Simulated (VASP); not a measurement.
Set up this calculation in VASP 6.6.1, as the native input.

- Task: single point
- Functional: PBEsol
- Potentials or basis: VASP PAW PBE potentials, release 64 (Fe)
- Cutoff: 520 eV
- k mesh: 17 × 17 × 5
- Occupations: fermi-dirac, width 0.05 eV
- Spin: collinear spin, ferrimagnetic start
- Starting moments: [0.012, 0.012, -0.445, -0.445] μB
- Dipole correction: no
- Further INCAR settings: ALGO = Normal; EDIFF = 1e-06; NBANDS = 28

The structure of Fe lies in POSCAR:

```
Fe
1.0
    2.4820002180      0.0000000000      0.0000000000
   -1.2410001090      2.1494752410      0.0000000000
    0.0000000000      0.0000000000      8.0009172504
Fe
4
Direct
    0.0000000000      0.0000000000      0.0000000000
    0.0000000000      1.0000000000      0.5000000000
    0.3333333333      0.6666666667      0.2500000000
    0.6666666667      0.3333333333      0.7500000000
```

This cell differs from its parent crystal: volume scaled by 1.08.

The input as run:

INCAR

```
SYSTEM = Fe
PREC = Accurate ; ENCUT = 520
EDIFF = 1E-6 ; ISMEAR = -1
SIGMA = 0.05 ; LREAL = .FALSE.
LASPH = .TRUE. ; NELM = 150
ALGO = Normal ; ISIF = 2
LWAVE = .FALSE. ; LCHARG = .FALSE.
ISPIN = 2 ; MAGMOM = 0.012 0.012 -0.445 -0.445
LORBIT = 11 ; LMAXMIX = 4
GGA = PS ; NBANDS = 28
```

KPOINTS

```
regular mesh
0
G
  17 17 5
  0 0 0
```

Potentials or basis: VASP PAW PBE potentials, release 64 (Fe).

The run is started by

```bash
$ cat potpaw_PBE.64/Fe/POTCAR > POTCAR
$ mpirun -np 1 vasp_std > vasp.out
```

Results of the run:

| Quantity | Value |
| --- | --- |
| Pressure | -17.4 GPa |
| Net moment | -1.38 μB per cell |
| Site moments | Fe +0.43, -1.11 μB |
| Valence electrons inside the program's atomic spheres | Fe 7.41, 7.40 |

Caveat: the PAW data sets were made with another functional, which shifts forces and pressure a little.

Wall time 2.7 min on 1 thread of Intel(R) Xeon(R) 6975P-C (Granite Rapids), on a shared host, peak memory 0.28 GiB.
